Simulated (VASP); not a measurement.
# Bi (Fd-3m) in VASP: notebook

Runs on Bi. Level: RPBE. Tasks: single point, relaxation of cell and atoms.

Everything below comes from runs of VASP 6.6.1. Logs are shortened: lines on timing, memory, paths and dates and some standing lists are left out, and cuts for length are marked.

## 1. The cell of the first run

The structure is cubic, space group Fd-3m (No. 227). Conventional cell: a = 7.573 Å, b = 7.573 Å, c = 7.573 Å, α = 90.00°, β = 90.00°, γ = 90.00°. Within 4.3 Å of Bi (site symmetry -43m) lie 4 Bi at 3.28 Å.

## 2. Single point, RPBE (volume scaled by 1.08)

The input, INCAR:

```
SYSTEM = Bi
PREC = Accurate
ENCUT = 520
EDIFF = 1E-7
ISMEAR = -1
SIGMA = 0.1
LREAL = .FALSE.
LASPH = .TRUE.
NELM = 100
ALGO = Normal
ISIF = 2
LWAVE = .FALSE.
LCHARG = .FALSE.
GGA = RP
NBANDS = 22
```

The input, KPOINTS:

```
Automatic mesh
0
G
  8 8 8
  0 0 0
```

The input, POSCAR:

```
Bi
1.0
    0.0000000000      3.7863445212      3.7863445212
    3.7863445212      0.0000000000      3.7863445212
    3.7863445212      3.7863445212      0.0000000000
Bi
2
Direct
    0.1250000000      0.1250000000      0.1250000000
    0.8750000000      0.8750000000      0.8750000000
```

Potentials or basis: VASP PAW PBE potentials, release 64 (Bi_d).

On the command line:

```console
cat potpaw_PBE.64/Bi_d/POTCAR > POTCAR
mpirun -np 1 vasp_std > vasp.out
```

OUTCAR:

```text
SYSTEM = Bi
   PREC = Accurate
   ENCUT = 520
   EDIFF = 1E-7
   ISMEAR = -1
   LREAL = .FALSE.
   LASPH = .TRUE.
   NELM = 100
   ISIF = 2
   GGA = RP

 ion  position               nearest neighbor table
   1  0.125  0.125  0.125-   2 3.28   2 3.28   2 3.28   2 3.28
   2  0.875  0.875  0.875-   1 3.28   1 3.28   1 3.28   1 3.28

  LATTYP: Found a face centered cubic cell.
 ALAT       =     7.5726890424

  Lattice vectors:

 A1 = (   0.0000000000,   3.7863445212,   3.7863445212)
 A2 = (   3.7863445212,   0.0000000000,   3.7863445212)
 A3 = (   3.7863445212,   3.7863445212,   0.0000000000)

Analysis of symmetry for initial positions (statically):
=====================================================================
 Subroutine PRICEL returns:
 Original cell was already a primitive cell.

 Routine SETGRP: Setting up the symmetry group for a
 face centered cubic supercell.

 Subroutine GETGRP returns: Found 48 space group operations
 (whereof 12 operations were pure point group operations)
 out of a pool of 48 trial point group operations.

The static configuration has the point symmetry D_3d.
 The point group associated with its full space group is O_h .

Analysis of symmetry for dynamics (positions and initial velocities):
=====================================================================
 Subroutine PRICEL returns:
 Original cell was already a primitive cell.

 Routine SETGRP: Setting up the symmetry group for a
 face centered cubic supercell.

 Subroutine GETGRP returns: Found 48 space group operations
 (whereof 12 operations were pure point group operations)
 out of a pool of 48 trial point group operations.

The dynamic configuration has the point symmetry D_3d.
 The point group associated with its full space group is O_h .

 Subroutine INISYM returns: Found 48 space group operations
 (whereof 12 operations are pure point group operations),
 and found     1 'primitive' translations

----------------------------------------------------------------------------------------

                                     Primitive cell

  volume of cell :     108.5651

  direct lattice vectors                    reciprocal lattice vectors
     0.000000000  3.786344521  3.786344521    -0.132053488  0.132053488  0.132053488
     3.786344521  0.000000000  3.786344521     0.132053488 -0.132053488  0.132053488
     3.786344521  3.786344521  0.000000000     0.132053488  0.132053488 -0.132053488

  length of vectors
     5.354699774  5.354699774  5.354699774     0.228723350  0.228723350  0.228723350

  position of ions in fractional coordinates (direct lattice)
     0.125000000  0.125000000  0.125000000
     0.875000000  0.875000000  0.875000000

  ion indices of the primitive-cell ions
   primitive index   ion index
                 1           1
                 2           2

----------------------------------------------------------------------------------------

 KPOINTS: Automatic mesh

Automatic generation of k-mesh.
 Grid dimensions read from file:
 generate k-points for:    8    8    8

 Generating k-lattice:

  Cartesian coordinates                     Fractional coordinates (reciprocal lattice)
    -0.016506686  0.016506686  0.016506686     0.125000000  0.000000000  0.000000000
     0.016506686 -0.016506686  0.016506686     0.000000000  0.125000000  0.000000000
     0.016506686  0.016506686 -0.016506686     0.000000000  0.000000000  0.125000000

  Length of vectors
     0.028590419  0.028590419  0.028590419

  Shift w.r.t. Gamma in fractional coordinates (k-lattice)
     0.000000000  0.000000000  0.000000000

 Subroutine IBZKPT returns following result:
 ===========================================

 Found     29 irreducible k-points:

 Following reciprocal coordinates:
            Coordinates               Weight
  0.000000  0.000000  0.000000      1.000000
  0.125000  0.000000  0.000000      8.000000
  0.250000  0.000000  0.000000      8.000000
  0.375000  0.000000  0.000000      8.000000
  0.500000  0.000000  0.000000      4.000000
  0.125000  0.125000  0.000000      6.000000
[... 16 lines left out ...]
  0.500000  0.250000  0.125000     48.000000
 -0.375000  0.250000  0.125000     24.000000
 [... further k-points ...]
   k-points           NKPTS =     29   k-points in BZ     NKDIM =     29   number of bands    NBANDS=     22
   number of dos      NEDOS =    301   number of ions     NIONS =      2
   total plane-waves  NPLWV =  64000
   dimension x,y,z NGX =    40 NGY =   40 NGZ =   40
   dimension x,y,z NGXF=    80 NGYF=   80 NGZF=   80
   ions per type =               2
   NGX,Y,Z   is equivalent  to a cutoff of  12.42, 12.42, 12.42 a.u.
   NGXF,Y,Z  is equivalent  to a cutoff of  24.84, 24.84, 24.84 a.u.
 SYSTEM =  Bi
   PREC   = accura    normal or accurate (medium, high low for compatibility)
   ISTART =      0    job   : 0-new  1-cont  2-samecut
   ICHARG =      2    charge: 1-file 2-atom 10-const
   ISPIN  =      1    spin polarized calculation?
   LNONCOLLINEAR =      F non collinear calculations
   LSORBIT =      F    spin-orbit coupling
   LASPH  =      T    aspherical Exc in radial PAW
   ENCUT  =  520.0 eV  38.22 Ry    6.18 a.u.   9.96  9.96  9.96*2*pi/ulx,y,z
   NELM   =    100;   NELMIN=  2; NELMDL= -5     # of ELM steps
   EDIFF  = 0.1E-06   stopping-criterion for ELM
   LREAL  =      F    real-space projection
   EDIFFG = 0.1E-05   stopping-criterion for IOM
   NSW    =      0    number of steps for IOM
   IBRION =     -1    ionic relax: 0-MD 1-quasi-New 2-CG
   NFREE  =      0    steps in history (QN), initial steepest desc. (CG)
   ISIF   =      2    stress and relaxation
   ISYM   =      2    0-nonsym 1-usesym 2-fastsym
   POTIM  = 0.5000    time-step for ionic-motion
   TEBEG  =    0.0;   TEEND  =   0.0 temperature during run
   PSTRESS=    0.0 pullay stress
   NELECT =      30.0000    total number of electrons
   NUPDOWN=      -1.0000    fix difference up-down
   EMIN   =  10.00;   EMAX   =-10.00  energy-range for DOS
   EFERMI =   0.00;   METHOD = LEGACY
   ISMEAR =    -1;   SIGMA  =   0.10  broadening in eV -4-tet -1-fermi 0-gaus
   EFERMI_NEDOS =   21; number of points for ismear=-14 and -15
   IALGO  =     38    algorithm
   IMIX   =      4    mixing-type and parameters
     AMIX     =   0.40;   BMIX     =  1.00
     AMIX_MAG =   1.60;   BMIX_MAG =  1.00
  volume/ion in A,a.u.               =      54.28       366.32
  Fermi-wavevector in a.u.,A,eV,Ry     =   1.066314  2.015041 15.470173  1.137026
  Thomas-Fermi vector in A             =   2.201894
   LORBIT       =      0    0 simple, 1 ext, 2 COOP (PROOUT), +10 PAW based schemes
   GGA     = RP    functional components
   LHFCALC =     F    Hartree Fock is set to
   AEXX    =    0.0000 exact exchange contribution
   IVDW    =     0    specifies the selected vdW correction
   LEPSILON=     F    determine dielectric tensor
   LRPA    =     F    only Hartree local field effects (RPA)
 non-spin polarized calculation
  energy-cutoff  :      520.00
  volume of cell :      108.57
 maximum number of plane-waves:      2954
   NGX = 19   NGY = 19   NGZ = 19

 number of electron      29.9999990 magnetization

 Free energy of the ion-electron system (eV)
  ---------------------------------------------------
  ext. energy  EPLUGINS =         0.00000000
  ---------------------------------------------------
  free energy    TOTEN  =        -6.73440377 eV

  energy without entropy =       -6.69998996  energy(sigma->0) =       -6.71719687

 E-fermi :   2.7687     XC(G=0):  -7.1527

 val. band max:        2.5848511276   @ k =  -0.3750   0.3750   0.1250
 cond. band min:       2.8165823098   @ k =  -0.3750   0.5000   0.1250
 fundamental gap:      0.2317311822
 Fermi energy:         2.7687246575

 k-point     1 :       0.0000    0.0000    0.0000
  band No.  band energies     occupation
      1     -19.9758      2.00000
      2     -19.9758      2.00000
      3     -19.9758      2.00000
      4     -19.9508      2.00000
      5     -19.9508      2.00000
      6     -19.8448      2.00000
[... 14 lines left out ...]
     21       9.5173      0.00000
     22      10.2465      0.00000

 k-point     2 :       0.1250    0.0000    0.0000
  band No.  band energies     occupation
      1     -19.9793      2.00000
      2     -19.9793      2.00000
      3     -19.9740      2.00000
      4     -19.9460      2.00000
      5     -19.9460      2.00000
      6     -19.8505      2.00000
[... 14 lines left out ...]
     21       9.0931      0.00000
     22       9.9247      0.00000

 k-point     3 :       0.2500    0.0000    0.0000
  band No.  band energies     occupation
      1     -19.9848      2.00000
      2     -19.9848      2.00000
      3     -19.9695      2.00000
      4     -19.9375      2.00000
      5     -19.9375      2.00000
      6     -19.8592      2.00000
[... 14 lines left out ...]
     21       8.8874      0.00000
     22       9.7517      0.00000

 k-point     4 :       0.3750    0.0000    0.0000
  band No.  band energies     occupation
      1     -19.9884      2.00000
      2     -19.9884      2.00000
      3     -19.9646      2.00000
      4     -19.9311      2.00000
      5     -19.9311      2.00000
      6     -19.8655      2.00000
[... 14 lines left out ...]
     21       9.2044      0.00000
     22       9.7205      0.00000

 k-point     5 :       0.5000    0.0000    0.0000
  band No.  band energies     occupation
      1     -19.9896      2.00000
      2     -19.9896      2.00000
      3     -19.9624      2.00000
      4     -19.9289      2.00000
      5     -19.9289      2.00000
      6     -19.8676      2.00000
[... 417 lines left out ...]
 k-point    22 :       0.3750    0.2500    0.1250
  band No.  band energies     occupation
      1     -19.9904      2.00000
      2     -19.9898      2.00000
      3     -19.9631      2.00000
      4     -19.9334      2.00000
      5     -19.9210      2.00000
      6     -19.8786      2.00000
[... 14 lines left out ...]
     21       9.5754      0.00000
     22      11.1122      0.00000

 k-point    23 :       0.5000    0.2500    0.1250
  band No.  band energies     occupation
      1     -19.9972      2.00000
      2     -19.9930      2.00000
      3     -19.9506      2.00000
      4     -19.9254      2.00000
      5     -19.9142      2.00000
      6     -19.8849      2.00000
[... 14 lines left out ...]
     21       9.7624      0.00000
     22      10.3503      0.00000

 k-point    24 :      -0.3750    0.2500    0.1250
  band No.  band energies     occupation
      1     -19.9999      2.00000
      2     -19.9941      2.00000
      3     -19.9445      2.00000
      4     -19.9195      2.00000
      5     -19.9143      2.00000
      6     -19.8840      2.00000
[... 14 lines left out ...]
     21       9.7600      0.00000
     22      10.1041      0.00000

 [... further k-points ...]

------------------------ aborting loop because EDIFF is reached ----------------------------------------

  FORCE on cell =-STRESS in cart. coord.  units (eV):
  Direction    XX          YY          ZZ          XY          YZ          ZX
  --------------------------------------------------------------------------------------
  -------------------------------------------------------------------------------------
  Total       -1.1709918     -1.1709918     -1.1709918     -0.0000000      0.0000000      0.0000000
  in kB      -17.2812069    -17.2812069    -17.2812069     -0.0000000      0.0000000      0.0000000
  external PRESSURE =     -17.2812069 kB  Pullay stress =       0.0000000 kB

 VOLUME and BASIS-vectors are now :
 -----------------------------------------------------------------------------
  energy-cutoff  :      520.00
  volume of cell :      108.57
      direct lattice vectors                 reciprocal lattice vectors
     0.000000000  3.786344521  3.786344521    -0.132053488  0.132053488  0.132053488
     3.786344521  0.000000000  3.786344521     0.132053488 -0.132053488  0.132053488
     3.786344521  3.786344521  0.000000000     0.132053488  0.132053488 -0.132053488

 POSITION                                       TOTAL-FORCE (eV/Angst)
 -----------------------------------------------------------------------------------
      0.94659      0.94659      0.94659        -0.000000     -0.000000     -0.000000
      6.62610      6.62610      6.62610         0.000000      0.000000      0.000000
 -----------------------------------------------------------------------------------
    total drift:                                0.000000      0.000000     -0.000000

  FREE ENERGIE OF THE ION-ELECTRON SYSTEM (eV)
  ---------------------------------------------------
  free  energy   TOTEN  =        -6.7344037727 eV

  energy  without entropy=       -6.6999899629  energy(sigma->0) =       -6.71719687
```

Wall time 24 s (1 thread of Intel Xeon 6975P-C (Granite Rapids), shared host); peak memory 0.25 GiB.

What came out:

```
Free energy            : -6.7344 eV
Pressure               : -1.7 GPa
Band gap on the k mesh : zero (band 15 reaches 3.19 eV, above the bottom of band 16 at 2.49 eV)
```

Caveat: the PAW data sets were made with another functional, which shifts forces and pressure a little; spin-orbit coupling is left out, which moves the levels of the heavy elements.

[end of part 1 of 2]
